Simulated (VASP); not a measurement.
Write the native input for VASP 6.6.1 that does the following.

```yaml
Task: single point
Functional: PBEsol
Potentials_or_basis: VASP PAW PBE potentials, release 64 (Si, C)
Cutoff: 520 eV
k_mesh: 12 × 12 × 12
Occupations: gaussian, width 0.05 eV
Spin: no spin polarisation
Dipole_correction: no
Further_INCAR_settings: ALGO = Normal; EDIFF = 1e-06; NBANDS = 11
```

The structure of SiC lies in POSCAR:

```
SiC
1.0
    0.0000000000      2.2037845231      2.1156331421
    2.2037845231      0.0000000000      2.1156331421
    2.2037845231      2.2037845231      0.0000000000
Si C
1 1
Direct
    0.0000000000      0.0000000000      0.0000000000
    0.7500000000      0.7500000000      0.7500000000
```

This cell differs from its parent crystal: ratio of the length along z to the lengths across it x 0.96, volume and fractional coordinates fixed.

One way to write it, as run:

INCAR

```
SYSTEM = SiC
PREC = Accurate
ENCUT = 520
EDIFF = 1E-6
ISMEAR = 0
SIGMA = 0.05
LREAL = .False.
LASPH = .True.
NELM = 100
ALGO = Normal
ISIF = 2
LWAVE = .False.
LCHARG = .True.
GGA = PS
LELF = .True.
LVHAR = .True.
NBANDS = 11
```

KPOINTS

```
Automatic mesh
0
Gamma
  12 12 12
  0 0 0
```

Potentials or basis: VASP PAW PBE potentials, release 64 (Si, C).

Run with:

```bash
$ cat potpaw_PBE.64/Si/POTCAR potpaw_PBE.64/C/POTCAR > POTCAR
$ mpirun -np 1 vasp_std > vasp.out
```

It gave:

```json
{"Pressure": "1.6 GPa", "Band gap on the k mesh": "0.81 eV, indirect (least direct gap 4.40 eV)"}
```

Caveat: the PAW data sets were made with another functional, which shifts forces and pressure a little.

It took 13 s on 1 thread of Intel(R) Xeon(R) 6975P-C (Granite Rapids), on a shared host, peak memory 0.15 GiB.
